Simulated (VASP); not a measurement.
# ZrC (Fm-3m) in VASP: phonons with r2SCAN

Aim: the phonons of ZrC with r2SCAN.

Everything below comes from runs of VASP 6.6.1. Logs are shortened: lines on timing, memory, paths and dates and some standing lists are left out, and cuts for length are marked.

### 1 The cell of the first run

The structure is cubic, space group Fm-3m (No. 225). Conventional cell: a = 4.712 Å, b = 4.712 Å, c = 4.712 Å, α = 90.00°, β = 90.00°, γ = 90.00°. Within 3.1 Å of Zr (site symmetry m-3m) lie 6 C at 2.36 Å. Within 3.1 Å of C (site symmetry m-3m) lie 6 Zr at 2.36 Å.

### 2 Phonons, r2SCAN

INCAR

```
SYSTEM = ZrC
ALGO = Normal ; EDIFF = 1E-8
ENCUT = 520 ; IBRION = 6
ISIF = 2 ; ISMEAR = 0
LASPH = .TRUE. ; LCHARG = .FALSE.
LMIXTAU = .TRUE. ; LREAL = .FALSE.
LWAVE = .FALSE. ; METAGGA = R2SCAN
NELM = 80 ; NFREE = 2
NSW = 1 ; POTIM = 0.015
PREC = Accurate ; SIGMA = 0.15
```

KPOINTS

```
k-points
0
G
  12 12 12
  0 0 0
```

POSCAR

```
ZrC
1.0
    0.0000000000      2.3558763357      2.3558763357
    2.3558763357      0.0000000000      2.3558763357
    2.3558763357      2.3558763357      0.0000000000
Zr C
1 1
Direct
    0.5000000000      0.5000000000      0.5000000000
    0.0000000000      0.0000000000      0.0000000000
```

Potentials or basis: VASP PAW PBE potentials, release 64 (Zr_sv, C).

Started as:

```sh
> cat potpaw_PBE.64/Zr_sv/POTCAR potpaw_PBE.64/C/POTCAR > POTCAR
> mpirun -np 1 vasp_std > vasp.out
```

OUTCAR:

```text
SYSTEM = ZrC
   EDIFF = 1E-8
   ENCUT = 520
   IBRION = 6
   ISIF = 2
   ISMEAR = 0
   LASPH = .TRUE.
   LREAL = .FALSE.
   METAGGA = R2SCAN
   NELM = 80
   NFREE = 2
   NSW = 1
   POTIM = 0.015
   PREC = Accurate

 ion  position               nearest neighbor table
   1  0.500  0.500  0.500-   2 2.36   2 2.36   2 2.36   2 2.36   2 2.36   2 2.36
   2  0.000  0.000  0.000-   1 2.36   1 2.36   1 2.36   1 2.36   1 2.36   1 2.36

  LATTYP: Found a face centered cubic cell.
 ALAT       =     4.7117526714

  Lattice vectors:

 A1 = (   0.0000000000,   2.3558763357,   2.3558763357)
 A2 = (   2.3558763357,   0.0000000000,   2.3558763357)
 A3 = (   2.3558763357,   2.3558763357,   0.0000000000)

Analysis of symmetry for initial positions (statically):
=====================================================================
 Subroutine PRICEL returns:
 Original cell was already a primitive cell.

 Routine SETGRP: Setting up the symmetry group for a
 face centered cubic supercell.

 Subroutine GETGRP returns: Found 48 space group operations
 (whereof 48 operations were pure point group operations)
 out of a pool of 48 trial point group operations.

The static configuration has the point symmetry O_h .

Analysis of symmetry for dynamics (positions and initial velocities):
=====================================================================
 Subroutine PRICEL returns:
 Original cell was already a primitive cell.

 Routine SETGRP: Setting up the symmetry group for a
 face centered cubic supercell.

 Subroutine GETGRP returns: Found 48 space group operations
 (whereof 48 operations were pure point group operations)
 out of a pool of 48 trial point group operations.

The dynamic configuration has the point symmetry O_h .

 Subroutine INISYM returns: Found 48 space group operations
 (whereof 48 operations are pure point group operations),
 and found     1 'primitive' translations

----------------------------------------------------------------------------------------

                                     Primitive cell

  volume of cell :      26.1509

  direct lattice vectors                    reciprocal lattice vectors
     0.000000000  2.355876336  2.355876336    -0.212235249  0.212235249  0.212235249
     2.355876336  0.000000000  2.355876336     0.212235249 -0.212235249  0.212235249
     2.355876336  2.355876336  0.000000000     0.212235249  0.212235249 -0.212235249

  length of vectors
     3.331712265  3.331712265  3.331712265     0.367602234  0.367602234  0.367602234

  position of ions in fractional coordinates (direct lattice)
     0.500000000  0.500000000  0.500000000
     0.000000000  0.000000000  0.000000000

  ion indices of the primitive-cell ions
   primitive index   ion index
                 1           1
                 2           2

----------------------------------------------------------------------------------------

 KPOINTS: k-points

Automatic generation of k-mesh.
 Grid dimensions read from file:
 generate k-points for:   12   12   12

 Generating k-lattice:

  Cartesian coordinates                     Fractional coordinates (reciprocal lattice)
    -0.017686271  0.017686271  0.017686271     0.083333333  0.000000000  0.000000000
     0.017686271 -0.017686271  0.017686271     0.000000000  0.083333333  0.000000000
     0.017686271  0.017686271 -0.017686271     0.000000000  0.000000000  0.083333333

[... 57 lines left out ...]
   LREAL  =      F    real-space projection
   EDIFFG = 0.1E-06   stopping-criterion for IOM
   NSW    =     61    number of steps for IOM
   IBRION =      6    ionic relax: 0-MD 1-quasi-New 2-CG
   NFREE  =      2    steps in history (QN), initial steepest desc. (CG)
   ISIF   =      2    stress and relaxation
   ISYM   =      2    0-nonsym 1-usesym 2-fastsym
   POTIM  = 0.0150    time-step for ionic-motion
   TEBEG  =    0.0;   TEEND  =   0.0 temperature during run
   PSTRESS=    0.0 pullay stress
   NELECT =      16.0000    total number of electrons
   NUPDOWN=      -1.0000    fix difference up-down
   EMIN   =  10.00;   EMAX   =-10.00  energy-range for DOS
   EFERMI =   0.00;   METHOD = LEGACY
   ISMEAR =     0;   SIGMA  =   0.15  broadening in eV -4-tet -1-fermi 0-gaus
   EFERMI_NEDOS =   21; number of points for ismear=-14 and -15
   IALGO  =     38    algorithm
   IMIX   =      4    mixing-type and parameters
     AMIX     =   0.40;   BMIX     =  1.00
     AMIX_MAG =   1.60;   BMIX_MAG =  1.00
  volume/ion in A,a.u.               =      13.08        88.24
  Fermi-wavevector in a.u.,A,eV,Ry     =   1.389800  2.626341 26.280256  1.931544
  Thomas-Fermi vector in A             =   2.513796
   LORBIT       =      0    0 simple, 1 ext, 2 COOP (PROOUT), +10 PAW based schemes
   METAGGA = R2SCAN    functional components
   LHFCALC =     F    Hartree Fock is set to
   AEXX    =    0.0000 exact exchange contribution
   IVDW    =     0    specifies the selected vdW correction
   LEPSILON=     F    determine dielectric tensor
   LRPA    =     F    only Hartree local field effects (RPA)
 finite differences with symmetry
 non-spin polarized calculation
 Gauss-broadening in eV      SIGMA  =   0.15
  energy-cutoff  :      520.00
  volume of cell :       26.15
 maximum number of plane-waves:       725
 NGX is ok and might be reduce to    28
   NGX = 13   NGY = 13   NGZ = 13

--------------------------------------- Ionic step        1  -------------------------------------------

 number of electron      16.0000000 magnetization

 Free energy of the ion-electron system (eV)
  ---------------------------------------------------
  ext. energy  EPLUGINS =         0.00000000
  ---------------------------------------------------
  free energy    TOTEN  =       -34.72556741 eV

  energy without entropy =      -34.72243710  energy(sigma->0) =      -34.72400226

------------------------ aborting loop because EDIFF is reached ----------------------------------------

  FORCE on cell =-STRESS in cart. coord.  units (eV):
  Direction    XX          YY          ZZ          XY          YZ          ZX
  --------------------------------------------------------------------------------------
  -------------------------------------------------------------------------------------
  Total        0.0352562      0.0352562      0.0352562     -0.0000000     -0.0000000      0.0000000
  in kB        2.1600258      2.1600258      2.1600258     -0.0000000     -0.0000000      0.0000000
  external PRESSURE =       2.1600258 kB  Pullay stress =       0.0000000 kB
[... 131 lines left out ...]
--------------------------------------- Ionic step        5  -------------------------------------------

 number of electron      16.0000000 magnetization

 Free energy of the ion-electron system (eV)
  ---------------------------------------------------
  ext. energy  EPLUGINS =         0.00000000
  ---------------------------------------------------
  free energy    TOTEN  =       -34.72487372 eV

  energy without entropy =      -34.72178244  energy(sigma->0) =      -34.72332808

 E-fermi :   9.6166     XC(G=0): -12.9034

 val. band max:        9.5695395874   @ k =   0.5000   0.5000   0.0000
 cond. band min:       9.6843947026   @ k =   0.0833   0.0000   0.0000
 fundamental gap:      0.1148551152
 Fermi energy:         9.6166252457

 k-point     1 :       0.0000    0.0000    0.0000
  band No.  band energies     occupation
      1     -40.2888      2.00000
      2     -17.2953      2.00000
      3     -17.2953      2.00000
      4     -17.2953      2.00000
      5      -2.4469      2.00000
      6      10.4663      0.00000
      7      10.4663      0.00000
      8      10.4800      0.00000
      9      10.8762      0.00000
     10      10.8976      0.00000
     11      10.8976      0.00000
     12      12.5098      0.00000
[... 331 lines left out ...]
 k-point    24 :      -0.4167    0.1667    0.0000
  band No.  band energies     occupation
      1     -40.1753      2.00000
      2     -18.0695      2.00000
      3     -17.5264      2.00000
      4     -17.4021      2.00000
      5       0.1816      2.00000
      6       4.7671      2.00000
      7       6.7707      2.00000
      8       6.8431      2.00000
      9      13.5131      0.00000
     10      14.0900      0.00000
     11      14.7184      0.00000
     12      17.9215      0.00000

 [... further k-points ...]
[... 5 lines left out ...]
  --------------------------------------------------------------------------------------
  -------------------------------------------------------------------------------------
  Total        0.0442265      0.0346193      0.0346193      0.0000000      0.0000000      0.0000000
  in kB        2.7096002      2.1210058      2.1210058      0.0000000      0.0000000      0.0000000
  external PRESSURE =       2.3172039 kB  Pullay stress =       0.0000000 kB
[... 17 lines left out ...]
  FREE ENERGIE OF THE ION-ELECTRON SYSTEM (eV)
  ---------------------------------------------------
  free  energy   TOTEN  =       -34.7248737189 eV

  energy  without entropy=      -34.7217824354  energy(sigma->0) =      -34.72332808

 INTERNAL STRAIN TENSORS FROM DISPLACED ATOMS
 ============================================

 INTERNAL STRAIN TENSOR FOR ION    1 for displacements in x,y,z  (eV/Angst):
          X           Y           Z          XY          YZ          ZX
  --------------------------------------------------------------------------------
  x     0.00000     0.00000     0.00000     0.00000     0.00000     0.00000
  y     0.00000     0.00000     0.00000     0.00000     0.00000     0.00000
  z     0.00000     0.00000     0.00000     0.00000     0.00000     0.00000

 INTERNAL STRAIN TENSOR FOR ION    2 for displacements in x,y,z  (eV/Angst):
          X           Y           Z          XY          YZ          ZX
  --------------------------------------------------------------------------------
  x     0.00000     0.00000     0.00000     0.00000     0.00000     0.00000
  y     0.00000     0.00000     0.00000     0.00000     0.00000     0.00000
  z     0.00000     0.00000     0.00000     0.00000     0.00000     0.00000

 Eigenvectors and eigenvalues of the dynamical matrix
 ----------------------------------------------------

   1 f  =   11.930086 THz    74.958938 2PiTHz  397.944820 cm-1    49.338847 meV
             X         Y         Z           dx          dy          dz
      2.355876  2.355876  2.355876     0.000000    0.341112    0.000000
      0.000000  0.000000  0.000000     0.000000   -0.940023    0.000000
[... 21 lines left out ...]
   6 f/i=    0.000207 THz     0.001299 2PiTHz    0.006895 cm-1     0.000855 meV
             X         Y         Z           dx          dy          dz
      2.355876  2.355876  2.355876     0.000000    0.000000    0.940023
      0.000000  0.000000  0.000000     0.000000    0.000000    0.341112

 ELASTIC MODULI CONTR FROM IONIC RELAXATION (kBar)
 Direction    XX          YY          ZZ          XY          YZ          ZX
 --------------------------------------------------------------------------------
 XX           0.0000      0.0000      0.0000      0.0000      0.0000      0.0000
 YY           0.0000      0.0000      0.0000      0.0000      0.0000      0.0000
 ZZ           0.0000      0.0000      0.0000      0.0000      0.0000      0.0000
 XY           0.0000      0.0000      0.0000      0.0000      0.0000      0.0000
 YZ           0.0000      0.0000      0.0000      0.0000      0.0000      0.0000
 ZX           0.0000      0.0000      0.0000      0.0000      0.0000      0.0000
 --------------------------------------------------------------------------------
```

Wall time 32 min (1 thread of Intel Xeon 8259CL, shared host); peak memory 0.25 GiB.

Results:

| Item | Value |
| --- | --- |
| Highest phonon frequency at Γ | 398 cm⁻¹ |

Phonon frequencies in cm⁻¹ (negative: imaginary):
```csv
q point,frequencies
"(0.000, 0.000, 0.000)",0 0 0 398 398 398
```

Caveat: the PAW data sets were made with another functional, which shifts forces and pressure a little.
